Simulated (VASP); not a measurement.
Here is a VASP 6.6.1 calculation.

The input INCAR:

```
SYSTEM = Se
ALGO     = Normal         ! electronic algorithm
EDIFF    = 1E-6           ! SCF threshold, eV
ENCUT    = 500            ! plane-wave cutoff, eV
GGA      = PE             ! functional
GGA_COMPAT= .False.      
ISIF     = 2              ! what is computed and relaxed
ISMEAR   = -1             ! smearing method
LASPH    = .True.         ! aspherical terms in the spheres
LCHARG   = .False.        ! write CHGCAR
LORBIT   = 11             ! projections on sites
LORBMOM  = .True.       
LREAL    = .False.        ! projectors in reciprocal space
LSORBIT  = .True.         ! spin-orbit coupling
LWAVE    = .False.        ! write WAVECAR
MAGMOM   = 0 0 0          ! initial moments
NBANDS   = 17             ! bands
NELM     = 200            ! most SCF steps
PREC     = Accurate       ! precision mode
SIGMA    = 0.15           ! smearing width, eV
```

The input KPOINTS:

```
k-points
0
Gamma
  4 4 4
  0 0 0
```

File POSCAR:

```
Se
1.0
    0.0000000000      2.1541445300      2.1541445300
    2.1541445300      0.0000000000      2.1541445300
    2.1541445300      2.1541445300      0.0000000000
Se
1
Direct
    0.0000000000      0.0000000000      0.0000000000
```

Potentials or basis: VASP PAW PBE potentials, release 64 (Se).

Run with:

```console
$ cat potpaw_PBE.64/Se/POTCAR > POTCAR
$ mpirun -np 1 vasp_ncl > vasp.out
```

Question: Estimate the net moment.

Answer: 0.00 μB per cell.

Question: What does it give for the pressure?

Answer: 1.2 GPa.

Moments on the atoms (μB; x, y, z):
```
Se  0.00 0.00 0.00
```

Caveat: the k points lie up to 0.63 Å⁻¹ apart.
